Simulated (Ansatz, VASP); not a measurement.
**Two plane-wave programs on Sr2VNiO6**

INCAR

```
SYSTEM = Sr2VNiO6
PREC = Accurate
ENCUT = 520
EDIFF = 1E-6
ISMEAR = -1
SIGMA = 0.1
LREAL = .False.
LASPH = .True.
NELM = 60
ALGO = Normal
ISIF = 2
LWAVE = .False.
LCHARG = .True.
GGA = PE
LELF = .True.
LVHAR = .True.
NBANDS = 50
```

The input KPOINTS:

```
Automatic mesh
0
Gamma
  5 5 5
  0 0 0
```

Contents of POSCAR:

```
Sr2VNiO6
1.0
    0.0000000000      5.5436650000      0.0000000000
    5.5436650000      0.0000000000      0.0000000000
    2.7718320000      2.7718320000     -3.9469840000
O V Sr Ni
6 1 2 1
Direct
    0.2270000000      0.2890000000      0.0000000000
    0.2890000000      0.7730000000      0.0000000000
    0.7730000000      0.7110000000      0.0000000000
    0.7110000000      0.2270000000      0.0000000000
    0.2550000000      0.2550000000      0.4900000000
    0.7450000000      0.7450000000      0.5100000000
    0.5000000000      0.5000000000      0.0000000000
    0.7500000000      0.2500000000      0.5000000000
    0.2500000000      0.7500000000      0.5000000000
    0.0000000000      0.0000000000      0.0000000000
```

Input for Ansatz:

```yaml
crystal:
  lattice:
    - [0.0, 5.543665, 0.0]
    - [5.543665, 0.0, 0.0]
    - [2.771832, 2.771832, -3.946984]
  atoms:
    - { symbol: O, position: [0.227, 0.289, 0.0] }
    - { symbol: O, position: [0.289, 0.773, 0.0] }
    - { symbol: O, position: [0.773, 0.711, 0.0] }
    - { symbol: O, position: [0.711, 0.227, 0.0] }
    - { symbol: O, position: [0.255, 0.255, 0.49] }
    - { symbol: O, position: [0.745, 0.745, 0.51] }
    - { symbol: V, position: [0.5, 0.5, 0.0] }
    - { symbol: Sr, position: [0.75, 0.25, 0.5] }
    - { symbol: Sr, position: [0.25, 0.75, 0.5] }
    - { symbol: Ni, position: [0.0, 0.0, 0.0] }
  symmetry: { tolerance: 0.0003 }
kpoints:
  mp_grid: { grid: [5, 5, 5], shift: [0, 0, 0] }
magnetization:
  spin_polarized: false
scf:
  occupations: { method: fermi_dirac }
hamiltonian:
  pseudopotentials: { kind: paw }
  xc: pbe
basis:
  ecutwfc: "550 eV"
output:
  forces: true
  stress: true
  eigenvalues: true
```

Alike in both runs: task single point; functional PBE; k mesh 5 × 5 × 5; no spin polarisation.

|  | VASP | Ansatz |
| --- | --- | --- |
| version | VASP 6.6.1 | Ansatz 0.2.0 |
| potentials or method | VASP PAW PBE potentials, release 64 (O, V_sv, Sr_sv, Ni), cutoff 520 eV | PAW plane waves |
| occupations | fermi-dirac, width 0.1 eV | fermi-dirac |
| valence electrons in the cell | 79 | 87 |

```csv
,VASP,Ansatz,Ansatz less VASP
gap on the k mesh at the Fermi level (eV),none,none,-
pressure (GPa),-7.6,-8.3,-0.67
"traceless stress, the component that is largest in VASP (GPa)",0.36,0.32,-0.043
rms of the force components (eV/Å),0.073,0.065,-0.0074
```

Atom by atom the forces differ by 0.008 eV/Å (rms over components). A gap of «none» marks a metal or a gap that the smearing closes. VASP's potentials hold 79 valence electrons a cell and Ansatz's 87, so a difference there can come from the potentials and not from the codes.
